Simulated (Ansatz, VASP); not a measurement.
## BiTe in VASP and in Ansatz

```
CELL_PARAMETERS angstrom
2.45905 1.41973 3.26753
-2.45905 1.41973 3.26753
0.00000 -2.83946 3.26753
ATOMIC_POSITIONS crystal
Bi 0.50000 0.50000 0.50000
Te 0.00000 0.00000 0.00000
```

Change from the starting cell: strain +0.015 along x and y, -0.015 along z, atoms carried along.

Alike in both runs: task single point; functional PBEsol; k mesh 12 × 12 × 12; occupations gaussian, width 0.15 eV; no spin polarisation.

|  | VASP | Ansatz |
| --- | --- | --- |
| version | VASP 6.6.1 | Ansatz 0.2.0 |
| potentials or method | VASP PAW PBE potentials, release 64 (Bi_d, Te), cutoff 520 eV | scalar-relativistic, plane waves, PAW |
| valence electrons in the cell | 21 | 31 |

```csv
,VASP,Ansatz,Ansatz less VASP
gap on the k mesh at the Fermi level (eV),none,none,-
pressure (GPa),-3.4,-3.4,+0.03
"traceless stress, the component that is largest in VASP (GPa)",0.78,0.78,+0.003
```

VASP's potentials were made for PBE, not for PBEsol. A gap of «none» marks a metal or a gap that the smearing closes. VASP's potentials hold 21 valence electrons a cell and Ansatz's 31, so a difference there can come from the potentials and not from the codes.

Neither program's run includes spin-orbit coupling.
